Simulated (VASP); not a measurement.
# Ta5Si (F-43m) in VASP: single point with PBE

Aim: the single point of Ta5Si with PBE.

Everything below comes from runs of VASP 6.6.1. Logs are shortened: lines on timing, memory, paths and dates and some standing lists are left out, and cuts for length are marked.

### Step 1. The cell of the first run

The structure is cubic, space group F-43m (No. 216). Conventional cell: a = 7.644 Å, b = 7.644 Å, c = 7.644 Å, α = 90.00°, β = 90.00°, γ = 90.00°. Within 4.2 Å of Ta (site symmetry -43m) lie 12 Ta at 3.17 Å and 4 Si at 3.31 Å. Within 3.6 Å of Ta (site symmetry 3m) lie 9 Ta at 2.69 to 3.17 Å and 3 Si at 3.17 Å. Si (site symmetry -43m) has 16 Ta at 3.17 to 3.31 Å within 4.2 Å.

### Step 2. Single point, PBE

The input, POSCAR:

```
Ta5Si
1.0
    0.0000000000      3.8218624797      3.8218624797
    3.8218624797      0.0000000000      3.8218624797
    3.8218624797      3.8218624797      0.0000000000
Ta Si
5 1
Direct
    0.7500000000      0.7500000000      0.7500000000
    0.3754471414      0.3754471414      0.8736585759
    0.3754471414      0.8736585759      0.3754471414
    0.8736585759      0.3754471414      0.3754471414
    0.3754471414      0.3754471414      0.3754471414
    0.0000000000      0.0000000000      0.0000000000
```

The input, INCAR.step1:

```
SYSTEM = Ta5Si
  ALGO = Fast
  EDIFF = 1E-7
  ENCUT = 520
  GGA = PE
  ISIF = 2
  ISMEAR = 0
  LASPH = .TRUE.
  LCHARG = .TRUE.
  LMAXMIX = 4
  LREAL = .FALSE.
  LWAVE = .FALSE.
  NBANDS = 38
  NELM = 60
  PREC = Accurate
  SIGMA = 0.1
```

The input, KPOINTS.step1:

```
k-points
0
G
  8 8 8
  0 0 0
```

The input, INCAR.step2:

```
SYSTEM = Ta5Si
  ALGO = Fast
  EDIFF = 1E-7
  ENCUT = 520
  GGA = PE
  ICHARG = 11
  ISIF = 2
  ISMEAR = -5
  LASPH = .TRUE.
  LCHARG = .FALSE.
  LMAXMIX = 4
  LORBIT = 10
  LREAL = .FALSE.
  LWAVE = .FALSE.
  NEDOS = 1001
  NELM = 60
  PREC = Accurate
  SIGMA = 0.1
```

The input, KPOINTS.step2:

```
k-points
0
G
  12 12 12
  0 0 0
```

Potentials or basis: VASP PAW PBE potentials, release 64 (Ta_pv, Si).

Command:

```sh
cat potpaw_PBE.64/Ta_pv/POTCAR potpaw_PBE.64/Si/POTCAR > POTCAR
cp INCAR.step1 INCAR
cp KPOINTS.step1 KPOINTS
mpirun -np 1 vasp_std > vasp.out
cp INCAR.step2 INCAR
cp KPOINTS.step2 KPOINTS
mpirun -np 1 vasp_std > vasp.out
```

OUTCAR:

```text
SYSTEM = Ta5Si
   EDIFF = 1E-7
   ENCUT = 520
   GGA = PE
   ICHARG = 11
   ISIF = 2
   ISMEAR = -5
   LASPH = .TRUE.
   LORBIT = 10
   LREAL = .FALSE.
   NELM = 60
   PREC = Accurate

 ion  position               nearest neighbor table
   1  0.750  0.750  0.750-   2 3.17   3 3.17   4 3.17   5 3.17   5 3.17   5 3.17   3 3.17   4 3.17
                             2 3.17   2 3.17   4 3.17   3 3.17   6 3.31   6 3.31   6 3.31   6 3.31
   2  0.375  0.375  0.874-   3 2.69   4 2.69   5 2.69   5 2.71   3 2.71   4 2.71   1 3.17   1 3.17
                             1 3.17   6 3.17   6 3.17   6 3.17
   3  0.375  0.874  0.375-   2 2.69   4 2.69   5 2.69   2 2.71   5 2.71   4 2.71   1 3.17   1 3.17
                             1 3.17   6 3.17   6 3.17   6 3.17
   4  0.874  0.375  0.375-   2 2.69   3 2.69   5 2.69   5 2.71   2 2.71   3 2.71   1 3.17   1 3.17
                             1 3.17   6 3.17   6 3.17   6 3.17
   5  0.375  0.375  0.375-   2 2.69   3 2.69   4 2.69   2 2.71   3 2.71   4 2.71   1 3.17   1 3.17
                             1 3.17   6 3.17   6 3.17   6 3.17
   6  0.000  0.000  0.000-   3 3.17   4 3.17   2 3.17   4 3.17   2 3.17   3 3.17   5 3.17   5 3.17
                             5 3.17   2 3.17   3 3.17   4 3.17   1 3.31   1 3.31   1 3.31   1 3.31

  LATTYP: Found a face centered cubic cell.
 ALAT       =     7.6437249594

  Lattice vectors:

 A1 = (   0.0000000000,   3.8218624797,   3.8218624797)
 A2 = (   3.8218624797,   0.0000000000,   3.8218624797)
 A3 = (   3.8218624797,   3.8218624797,   0.0000000000)

Analysis of symmetry for initial positions (statically):
=====================================================================
 Subroutine PRICEL returns:
 Original cell was already a primitive cell.

 Routine SETGRP: Setting up the symmetry group for a
 face centered cubic supercell.

 Subroutine GETGRP returns: Found 24 space group operations
 (whereof 24 operations were pure point group operations)
 out of a pool of 48 trial point group operations.

The static configuration has the point symmetry T_d .

Analysis of symmetry for dynamics (positions and initial velocities):
=====================================================================
 Subroutine PRICEL returns:
 Original cell was already a primitive cell.

 Routine SETGRP: Setting up the symmetry group for a
 face centered cubic supercell.

 Subroutine GETGRP returns: Found 24 space group operations
 (whereof 24 operations were pure point group operations)
 out of a pool of 48 trial point group operations.

The dynamic configuration has the point symmetry T_d .

 Subroutine INISYM returns: Found 24 space group operations
 (whereof 24 operations are pure point group operations),
 and found     1 'primitive' translations

----------------------------------------------------------------------------------------

                                     Primitive cell

  volume of cell :     111.6491

  direct lattice vectors                    reciprocal lattice vectors
     0.000000000  3.821862480  3.821862480    -0.130826267  0.130826267  0.130826267
     3.821862480  0.000000000  3.821862480     0.130826267 -0.130826267  0.130826267
     3.821862480  3.821862480  0.000000000     0.130826267  0.130826267 -0.130826267

  length of vectors
     5.404929752  5.404929752  5.404929752     0.226597741  0.226597741  0.226597741

  position of ions in fractional coordinates (direct lattice)
     0.750000000  0.750000000  0.750000000
     0.375447141  0.375447141  0.873658576
     0.375447141  0.873658576  0.375447141
     0.873658576  0.375447141  0.375447141
     0.375447141  0.375447141  0.375447141
     0.000000000  0.000000000  0.000000000

  ion indices of the primitive-cell ions
   primitive index   ion index
                 1           1
                 2           2
                 3           3
                 4           4
                 5           5
                 6           6

----------------------------------------------------------------------------------------

 KPOINTS: k-points

Automatic generation of k-mesh.
 Grid dimensions read from file:
 generate k-points for:   12   12   12

 Generating k-lattice:

  Cartesian coordinates                     Fractional coordinates (reciprocal lattice)
    -0.010902189  0.010902189  0.010902189     0.083333333  0.000000000  0.000000000
     0.010902189 -0.010902189  0.010902189     0.000000000  0.083333333  0.000000000
     0.010902189  0.010902189 -0.010902189     0.000000000  0.000000000  0.083333333

  Length of vectors
     0.018883145  0.018883145  0.018883145

  Shift w.r.t. Gamma in fractional coordinates (k-lattice)
     0.000000000  0.000000000  0.000000000

 TETIRR: Found    247 inequivalent tetrahedra from    10368

 Subroutine IBZKPT returns following result:
 ===========================================

 Found     72 irreducible k-points:

 Following reciprocal coordinates:
            Coordinates               Weight
  0.000000  0.000000  0.000000      1.000000
  0.083333  0.000000  0.000000      8.000000
  0.166667  0.000000  0.000000      8.000000
  0.250000  0.000000  0.000000      8.000000
  0.333333  0.000000  0.000000      8.000000
  0.416667  0.000000  0.000000      8.000000
[... 16 lines left out ...]
  0.500000  0.166667  0.000000     24.000000
 -0.416667  0.166667  0.000000     24.000000
 [... further k-points ...]
   k-points           NKPTS =     72   k-points in BZ     NKDIM =     72   number of bands    NBANDS=     35
   number of dos      NEDOS =   1001   number of ions     NIONS =      6
   total plane-waves  NPLWV =  64000
   dimension x,y,z NGX =    40 NGY =   40 NGZ =   40
   dimension x,y,z NGXF=    80 NGYF=   80 NGZF=   80
   ions per type =               5   1
   NGX,Y,Z   is equivalent  to a cutoff of  12.30, 12.30, 12.30 a.u.
   NGXF,Y,Z  is equivalent  to a cutoff of  24.61, 24.61, 24.61 a.u.
 SYSTEM =  Ta5Si
   PREC   = accura    normal or accurate (medium, high low for compatibility)
   ISTART =      0    job   : 0-new  1-cont  2-samecut
   ICHARG =     11    charge: 1-file 2-atom 10-const
   ISPIN  =      1    spin polarized calculation?
   LNONCOLLINEAR =      F non collinear calculations
   LSORBIT =      F    spin-orbit coupling
   LASPH  =      T    aspherical Exc in radial PAW
   ENCUT  =  520.0 eV  38.22 Ry    6.18 a.u.  10.05 10.05 10.05*2*pi/ulx,y,z
   NELM   =     60;   NELMIN=  2; NELMDL=  0     # of ELM steps
   EDIFF  = 0.1E-06   stopping-criterion for ELM
   LREAL  =      F    real-space projection
   EDIFFG = 0.1E-05   stopping-criterion for IOM
   NSW    =      0    number of steps for IOM
   IBRION =     -1    ionic relax: 0-MD 1-quasi-New 2-CG
   NFREE  =      0    steps in history (QN), initial steepest desc. (CG)
   ISIF   =      2    stress and relaxation
   ISYM   =      2    0-nonsym 1-usesym 2-fastsym
   POTIM  = 0.5000    time-step for ionic-motion
   TEBEG  =    0.0;   TEEND  =   0.0 temperature during run
   PSTRESS=    0.0 pullay stress
   NELECT =      59.0000    total number of electrons
   NUPDOWN=      -1.0000    fix difference up-down
   EMIN   =  10.00;   EMAX   =-10.00  energy-range for DOS
   EFERMI =   0.00;   METHOD = LEGACY
   ISMEAR =    -5;   SIGMA  =   0.10  broadening in eV -4-tet -1-fermi 0-gaus
   EFERMI_NEDOS =   21; number of points for ismear=-14 and -15
   IALGO  =     68    algorithm
   IMIX   =      4    mixing-type and parameters
     AMIX     =   0.40;   BMIX     =  1.00
     AMIX_MAG =   1.60;   BMIX_MAG =  1.00
  volume/ion in A,a.u.               =      18.61       125.57
  Fermi-wavevector in a.u.,A,eV,Ry     =   1.323550  2.501147 23.834487  1.751785
  Thomas-Fermi vector in A             =   2.453150
   LORBIT       =     10    0 simple, 1 ext, 2 COOP (PROOUT), +10 PAW based schemes
   GGA     = PE    functional components
   LHFCALC =     F    Hartree Fock is set to
   AEXX    =    0.0000 exact exchange contribution
   IVDW    =     0    specifies the selected vdW correction
   LEPSILON=     F    determine dielectric tensor
   LRPA    =     F    only Hartree local field effects (RPA)
 non-spin polarized calculation
 RMM-DIIS sequential band-by-band and
 Fermi weights with tetrahedron method with Bloechl corrections
  energy-cutoff  :      520.00
  volume of cell :      111.65
 maximum number of plane-waves:      3028

 number of electron      59.0000006 magnetization

 Free energy of the ion-electron system (eV)
  ---------------------------------------------------
  ext. energy  EPLUGINS =         0.00000000
  ---------------------------------------------------
  free energy    TOTEN  =       -61.78974872 eV

  energy without entropy =      -61.78974872  energy(sigma->0) =      -61.78974872

 E-fermi :   5.6961     XC(G=0): -12.0204

 val. band max:        5.7077127695   @ k =   0.3333   0.1667   0.0000
 cond. band min:       5.6791068037   @ k =   0.5000   0.2500   0.0000
 fundamental gap:     -0.0286059658
 Fermi energy:         5.6961016517

 k-point     1 :       0.0000    0.0000    0.0000
  band No.  band energies     occupation
      1     -29.3956      2.00000
      2     -28.7472      2.00000
      3     -28.7472      2.00000
      4     -28.7472      2.00000
      5     -28.4464      2.00000
      6     -28.4464      2.00000
[... 27 lines left out ...]
     34       8.3552      0.00000
     35       9.5639      0.00000

 k-point     2 :       0.0833    0.0000    0.0000
  band No.  band energies     occupation
      1     -29.3749      2.00000
      2     -28.7437      2.00000
      3     -28.7437      2.00000
      4     -28.7414      2.00000
      5     -28.4465      2.00000
      6     -28.4431      2.00000
[... 828 lines left out ...]
 k-point    24 :      -0.4167    0.1667    0.0000
  band No.  band energies     occupation
      1     -28.9878      2.00000
      2     -28.7095      2.00000
      3     -28.7082      2.00000
      4     -28.6392      2.00000
      5     -28.3836      2.00000
      6     -28.3298      2.00000
[... 27 lines left out ...]
     34       7.4572      0.00000
     35       8.0651      0.00000

 [... further k-points ...]

------------------------ aborting loop because EDIFF is reached ----------------------------------------

  FORCE on cell =-STRESS in cart. coord.  units (eV):
  Direction    XX          YY          ZZ          XY          YZ          ZX
  --------------------------------------------------------------------------------------
  -------------------------------------------------------------------------------------
  Total       -0.0103032     -0.0103032     -0.0103032      0.0000000      0.0000000      0.0000000
  in kB       -0.1478528     -0.1478528     -0.1478528      0.0000000      0.0000000      0.0000000
  external PRESSURE =      -0.1478528 kB  Pullay stress =       0.0000000 kB

 VOLUME and BASIS-vectors are now :
 -----------------------------------------------------------------------------
  energy-cutoff  :      520.00
  volume of cell :      111.65
      direct lattice vectors                 reciprocal lattice vectors
     0.000000000  3.821862480  3.821862480    -0.130826267  0.130826267  0.130826267
     3.821862480  0.000000000  3.821862480     0.130826267 -0.130826267  0.130826267
     3.821862480  3.821862480  0.000000000     0.130826267  0.130826267 -0.130826267

 POSITION                                       TOTAL-FORCE (eV/Angst)
 -----------------------------------------------------------------------------------
      5.73279      5.73279      5.73279         0.000000      0.000000      0.000000
      4.77391      4.77391      2.86981        -0.012171     -0.012171      0.012171
      4.77391      2.86981      4.77391        -0.012171      0.012171     -0.012171
      2.86981      4.77391      4.77391         0.012171     -0.012171     -0.012171
      2.86981      2.86981      2.86981         0.012171      0.012171      0.012171
      0.00000      0.00000      0.00000         0.000000      0.000000      0.000000
 -----------------------------------------------------------------------------------
    total drift:                                0.000000      0.000000      0.000000

  FREE ENERGIE OF THE ION-ELECTRON SYSTEM (eV)
  ---------------------------------------------------
  free  energy   TOTEN  =       -61.7897487204 eV

  energy  without entropy=      -61.7897487204  energy(sigma->0) =      -61.78974872

 total charge

# of ion       s       p       d       tot
------------------------------------------
    1        0.312   6.118   2.193   8.623
    2        0.396   6.154   2.538   9.088
    3        0.396   6.154   2.538   9.088
    4        0.396   6.154   2.538   9.088
    5        0.396   6.154   2.538   9.088
    6        0.738   0.690   0.000   1.428
--------------------------------------------------
tot          2.634  31.422  12.346  46.402
```

Run time: 13 min. Hardware: 1 thread of Intel Xeon 8259CL, shared host; peak memory 0.37 GiB.

What came out:

| Item | Value |
| --- | --- |
| Valence electrons inside the program's atomic spheres | Ta 8.62, 9.09 (each value once); Si 1.43 |

Caveat: spin-orbit coupling is left out, which moves the levels of the heavy elements; tetrahedron occupations give inexact forces and stress in metals.
